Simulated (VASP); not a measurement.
# TlNiF4 (P4/mmm) in VASP: a series of runs, part 2 of 2

VASP 6.6.1.

## (4) Single point, PBE+U

INCAR

```
SYSTEM = TlNiF4
  PREC = Accurate
  ENCUT = 520
  EDIFF = 1E-7
  ISMEAR = -1
  SIGMA = 0.1
  LREAL = .False.
  LASPH = .True.
  NELM = 150
  ALGO = Normal
  ISIF = 2
  LWAVE = .False.
  LCHARG = .False.
  LMAXMIX = 4
  LDAU = .True.
  LDAUTYPE = 2
  LDAUL = -1 2 -1
  LDAUU = 0 5 0
  LDAUJ = 0 0 0
  LDAUPRINT = 1
  GGA = PE
  NBANDS = 34
```

KPOINTS

```
Automatic mesh
0
Gamma
  5 5 3
  0 0 0
```

POSCAR

```
TlNiF4
1.0
    3.5903086600      0.0000000000      0.0000000000
    0.0000000000      3.5903086600      0.0000000000
    0.0000000000      0.0000000000      6.3101947800
Tl Ni F
1 1 4
Direct
    0.5000000000      0.5000000000      0.5000000000
    0.0000000000      0.0000000000      0.0000000000
    0.5000000000      0.0000000000      0.0000000000
    0.0000000000      0.5000000000      0.0000000000
    0.0000000000      0.0000000000      0.2737000000
    0.0000000000      0.0000000000      0.7263000000
```

Potentials or basis: VASP PAW PBE potentials, release 64 (Tl_d, Ni, F).

Started as:

```console
cat potpaw_PBE.64/Tl_d/POTCAR potpaw_PBE.64/Ni/POTCAR potpaw_PBE.64/F/POTCAR > POTCAR
mpirun -np 1 vasp_std > vasp.out
```

OUTCAR:

```text
SYSTEM = TlNiF4
   PREC = Accurate
   ENCUT = 520
   EDIFF = 1E-7
   ISMEAR = -1
   LREAL = .False.
   LASPH = .True.
   NELM = 150
   ISIF = 2
   GGA = PE

 ion  position               nearest neighbor table
   1  0.500  0.500  0.500-   5 2.91   6 2.91   5 2.91   6 2.91   5 2.91   6 2.91   5 2.91   6 2.91

   2  0.000  0.000  0.000-   5 1.73   6 1.73   3 1.80   4 1.80   4 1.80   3 1.80
   3  0.500  0.000  0.000-   2 1.80   2 1.80
   4  0.000  0.500  0.000-   2 1.80   2 1.80
   5  0.000  0.000  0.274-   2 1.73   1 2.91   1 2.91   1 2.91   1 2.91
   6  0.000  0.000  0.726-   2 1.73   1 2.91   1 2.91   1 2.91   1 2.91

  LATTYP: Found a simple tetragonal cell.
 ALAT       =     3.5903086600
 C/A-ratio  =     1.7575633121

  Lattice vectors:

 A1 = (   3.5903086600,   0.0000000000,   0.0000000000)
 A2 = (   0.0000000000,   3.5903086600,   0.0000000000)
 A3 = (   0.0000000000,   0.0000000000,   6.3101947800)

Analysis of symmetry for initial positions (statically):
=====================================================================
 Subroutine PRICEL returns:
 Original cell was already a primitive cell.

 Routine SETGRP: Setting up the symmetry group for a
 simple tetragonal supercell.

 Subroutine GETGRP returns: Found 16 space group operations
[... 179 lines left out ...]
  o =  0.7312  v =  0.0000  0.0000  0.0000  0.0000  0.0000  0.0000 -0.0000  0.0000  0.0000  1.0000      0.0000  0.0000  0.0000  0.0000  0.0000  0.0000  0.0000  0.0000  0.0000  0.0000
  o =  1.0022  v =  1.0000  0.0000  0.0000  0.0000  0.0000  0.0000  0.0000  0.0000  0.0000  0.0000      0.0000  0.0000  0.0000  0.0000  0.0000  0.0000  0.0000  0.0000  0.0000  0.0000
  o =  1.0022  v =  0.0000  0.0000  0.0000  0.0000  0.0000  1.0000  0.0000  0.0000  0.0000  0.0000      0.0000  0.0000  0.0000  0.0000  0.0000  0.0000  0.0000  0.0000  0.0000  0.0000
  o =  1.0082  v =  0.0000  0.0000  0.0000  0.0000  0.0000  0.0000  0.2784  0.0000  0.9605 -0.0000      0.0000  0.0000  0.0000  0.0000  0.0000  0.0000  0.0000  0.0000  0.0000  0.0000
  o =  1.0082  v =  0.0000  0.2784  0.0000  0.9605 -0.0000  0.0000  0.0000  0.0000  0.0000  0.0000      0.0000  0.0000  0.0000  0.0000  0.0000  0.0000  0.0000  0.0000  0.0000  0.0000
  o =  1.0082  v =  0.0000  0.0000  0.0000  0.0000  0.0000  0.0000  0.9605 -0.0000 -0.2784  0.0000      0.0000  0.0000  0.0000  0.0000  0.0000  0.0000  0.0000  0.0000  0.0000  0.0000
  o =  1.0082  v =  0.0000  0.9605 -0.0000 -0.2784  0.0000  0.0000  0.0000  0.0000  0.0000  0.0000      0.0000  0.0000  0.0000  0.0000  0.0000  0.0000  0.0000  0.0000  0.0000  0.0000

 number of electron      51.0000038 magnetization

 Free energy of the ion-electron system (eV)
  ---------------------------------------------------
  ext. energy  EPLUGINS =         0.00000000
  ---------------------------------------------------
  free energy    TOTEN  =       -22.05517160 eV

  energy without entropy =      -22.02939710  energy(sigma->0) =      -22.04228435

 E-fermi :   2.6861     XC(G=0): -10.0223

 val. band max:        2.5459728265   @ k =   0.2000   0.2000   0.3333
 cond. band min:       2.9838773199   @ k =   0.4000   0.2000   0.0000
 fundamental gap:      0.4379044934
 Fermi energy:         2.6860871726

 k-point     1 :       0.0000    0.0000    0.0000
  band No.  band energies     occupation
      1     -21.1727      2.00000
      2     -20.1458      2.00000
      3     -19.9541      2.00000
      4     -19.9246      2.00000
      5      -7.5376      2.00000
      6      -7.3711      2.00000
[... 433 lines left out ...]
     33      15.1072      0.00000
     34      15.4741      0.00000

------------------------ aborting loop because EDIFF is reached ----------------------------------------

  FORCE on cell =-STRESS in cart. coord.  units (eV):
  Direction    XX          YY          ZZ          XY          YZ          ZX
  --------------------------------------------------------------------------------------
  -------------------------------------------------------------------------------------
  Total        6.7884818      6.7884818      6.3561226      0.0000000     -0.0000000      0.0000000
  in kB      133.7140060    133.7140060    125.1977450      0.0000000     -0.0000000      0.0000000
  external PRESSURE =     130.8752523 kB  Pullay stress =       0.0000000 kB

 VOLUME and BASIS-vectors are now :
 -----------------------------------------------------------------------------
  energy-cutoff  :      520.00
  volume of cell :       81.34
      direct lattice vectors                 reciprocal lattice vectors
     3.590308660  0.000000000  0.000000000     0.278527585  0.000000000  0.000000000
     0.000000000  3.590308660  0.000000000     0.000000000  0.278527585  0.000000000
     0.000000000  0.000000000  6.310194780     0.000000000  0.000000000  0.158473714

 POSITION                                       TOTAL-FORCE (eV/Angst)
 -----------------------------------------------------------------------------------
      1.79515      1.79515      3.15510        -0.000000      0.000000      0.000000
      0.00000      0.00000      0.00000        -0.000000      0.000000      0.000000
      1.79515      0.00000      0.00000        -0.000000      0.000000      0.000000
      0.00000      1.79515      0.00000        -0.000000      0.000000      0.000000
      0.00000      0.00000      1.72710         0.000000      0.000000      1.853024
      0.00000      0.00000      4.58309        -0.000000     -0.000000     -1.853024
 -----------------------------------------------------------------------------------
    total drift:                                0.000000      0.000000     -0.000000

  FREE ENERGIE OF THE ION-ELECTRON SYSTEM (eV)
  ---------------------------------------------------
  free  energy   TOTEN  =       -22.0551716013 eV

  energy  without entropy=      -22.0293971000  energy(sigma->0) =      -22.04228435
```

OSZICAR:

```text
N       E                     dE             d eps       ncg     rms          rms(c)
DAV:   1     0.499360847205E+03    0.49936E+03   -0.26685E+04   816   0.159E+03
DAV:   2     0.189833795197E+02   -0.48038E+03   -0.44260E+03   896   0.412E+02
DAV:   3    -0.255837377255E+02   -0.44567E+02   -0.43987E+02   906   0.141E+02
DAV:   4    -0.262974452305E+02   -0.71371E+00   -0.71284E+00   926   0.183E+01
DAV:   5    -0.263089971651E+02   -0.11552E-01   -0.11551E-01   944   0.238E+00    0.315E+01
DAV:   6    -0.233702520578E+02    0.29387E+01   -0.26768E+01   976   0.747E+01    0.275E+01
DAV:   7    -0.222013569990E+02    0.11689E+01   -0.16504E+01   982   0.834E+01    0.118E+01
DAV:   8    -0.220005747324E+02    0.20078E+00   -0.21904E+00  1124   0.262E+01    0.419E+00
DAV:   9    -0.220540025377E+02   -0.53428E-01   -0.46067E-01  1150   0.678E+00    0.206E+00
DAV:  10    -0.220545563491E+02   -0.55381E-03   -0.67526E-02   944   0.282E+00    0.507E-01
DAV:  11    -0.220551843355E+02   -0.62799E-03   -0.52930E-03   948   0.572E-01    0.208E-01
DAV:  12    -0.220551746827E+02    0.96528E-05   -0.19282E-03  1118   0.447E-01    0.820E-02
DAV:  13    -0.220551601609E+02    0.14522E-04   -0.38048E-04   958   0.251E-01    0.371E-02
DAV:  14    -0.220551731269E+02   -0.12966E-04   -0.68259E-05   916   0.859E-02    0.196E-02
DAV:  15    -0.220551719147E+02    0.12122E-05   -0.16499E-05   954   0.342E-02    0.581E-03
DAV:  16    -0.220551715699E+02    0.34472E-06   -0.34409E-06   998   0.283E-02    0.272E-03
DAV:  17    -0.220551716013E+02   -0.31340E-07   -0.51464E-07   896   0.721E-03
   1 F= -.22055172E+02 E0= -.22042284E+02  d E =-.257745E-01
```

Wall time 53 s (1 thread of AMD EPYC 7R43 (Zen 3), shared host); peak memory 0.15 GiB.

What came out:

| Item | Value |
| --- | --- |
| Free energy | -22.0552 eV |
| Pressure | 13.1 GPa |
| Largest force | 1.853 eV/Å |

Forces in eV/Å, atoms in the order of the input:
```
Tl   0.000  0.000  0.000
Ni   0.000  0.000  0.000
F    0.000  0.000  0.000
F    0.000  0.000  0.000
F    0.000  0.000  1.853
F    0.000  0.000 -1.853
```

Eigenvalues of the final occupation matrices:
```csv
site,spin,trace,eigenvalues
site 2 d,1,4.25,0.50 0.73 1.00 1.01 1.01
site 2 d,2,4.25,0.50 0.73 1.00 1.01 1.01
```

Caveat: spin-orbit coupling is left out, which moves the levels of the heavy elements; an odd number of electrons without spin polarisation forces a metal; a magnetic or distorted state may lie lower; the run has no spin polarisation, though such a crystal can be magnetic; U without spin polarisation on a metal has little footing.
